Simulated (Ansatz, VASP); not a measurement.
## Cd3AgS4 in VASP and in Ansatz

```
CELL_PARAMETERS angstrom
5.44891 -0.00022 0.00000
-0.00022 5.44894 0.00062
-0.00001 0.00061 5.44850
ATOMIC_POSITIONS crystal
Cd 0.50005 0.49977 0.99996
Cd 0.50000 0.99997 0.49993
Cd 0.00005 0.50019 0.49997
Ag 0.99998 0.00001 0.00005
S 0.50000 0.50000 0.50001
S 0.99997 0.00016 0.50007
S 0.00001 0.50004 0.00002
S 0.49994 0.99986 0.00000
```

Change from the starting cell: cell x1, atoms moved at random (sigma 0.1 Å) and cell strained at random (1.5 %), then relaxed without symmetry.

Alike in both runs: functional PBE; k mesh 4 × 4 × 4; occupations gaussian, width 0.2 eV; no spin polarisation.

Ansatz relaxed the structure, and its values are those at the end. VASP's run is a single point on that final structure, the one shown.

```csv
,VASP,Ansatz
version,VASP 6.6.1,Ansatz 0.2.0
potentials or method,"VASP PAW PBE potentials, release 64 (Cd, Ag, S), cutoff 520 eV","scalar-relativistic, plane waves, PAW"
valence electrons in the cell,71,103
```

|  | VASP | Ansatz | Ansatz less VASP |
| --- | --- | --- | --- |
| gap on the k mesh at the Fermi level (eV) | none | none | - |
| pressure (GPa) | 0.3 | 0.0 | -0.30 |

A gap of «none» marks a metal or a gap that the smearing closes. VASP's potentials hold 71 valence electrons a cell and Ansatz's 103, so a difference there can come from the potentials and not from the codes.
